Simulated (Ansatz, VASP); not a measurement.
**Two plane-wave programs on Rb**

```xyz
1
Lattice="-2.8060 2.8848 2.8848 2.8060 -2.7272 2.7272 2.8060 2.7272 -2.7272" Properties=species:S:1:pos:R:3 pbc="T T T"
Rb    0.0000    0.0000    0.0000
```

Change from the starting cell: strain +0.0562 x Voigt [0, 0, 0, 1, 0, 0], atoms carried along.

Alike in both runs: task single point; functional PBE; k mesh 12 × 12 × 12; occupations gaussian, width 0.15 eV; no spin polarisation.

|  | VASP | Ansatz |
| --- | --- | --- |
| version | VASP 6.6.1 | Ansatz 0.2.0 |
| potentials or method | VASP PAW PBE potentials, release 64 (Rb_sv), cutoff 520 eV | scalar-relativistic, plane waves, PAW |
| valence electrons in the cell | 9 | 9 |

|  | VASP | Ansatz | Ansatz less VASP |
| --- | --- | --- | --- |
| gap on the k mesh at the Fermi level (eV) | none | none | - |
| pressure (GPa) | 0.1 | 0.1 | 0.00 |
| traceless stress, the component that is largest in VASP (GPa) | -0.11 | -0.11 | 0.000 |

A gap of «none» marks a metal or a gap that the smearing closes.
